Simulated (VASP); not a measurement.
Y, 2 atoms in the cell. It takes space group P6_3/mmc (No. 194, hexagonal). The conventional cell has a = 3.590 Å, b = 3.590 Å, c = 5.641 Å, α = 90.00°, β = 90.00°, γ = 120.00°. Y (site symmetry -6m2) has 12 Y at 3.50 to 3.59 Å within 4.6 Å. 

| Item | Value |
| --- | --- |
| Program | VASP 6.6.1 |
| Task | single point |
| Functional | PBEsol |
| Potentials or basis | VASP PAW PBE potentials, release 64 (Y_sv) |
| Cutoff | 520 eV |
| k mesh | 7 × 7 × 4 |
| Occupations | methfessel-paxton, width 0.05 eV |
| Spin | no spin polarisation |
| Dipole correction | no |
| Further INCAR settings | ALGO = Normal; EDIFF = 1e-07; NBANDS = 18 |

Potentials or basis: VASP PAW PBE potentials, release 64 (Y_sv).

The run is started by

```sh
$ cat potpaw_PBE.64/Y_sv/POTCAR > POTCAR
$ mpirun -np 1 vasp_std > vasp.out
```

Hardware: 1 thread of Intel(R) Xeon(R) Platinum 8559C (Emerald Rapids), on a shared host.

**Question.** How long does it take, and how much memory?

**Answer.** Wall time 37 s on 1 thread of Intel(R) Xeon(R) Platinum 8559C (Emerald Rapids), on a shared host, peak memory 0.19 GiB. Counts: scf iterations 15, k points 24.
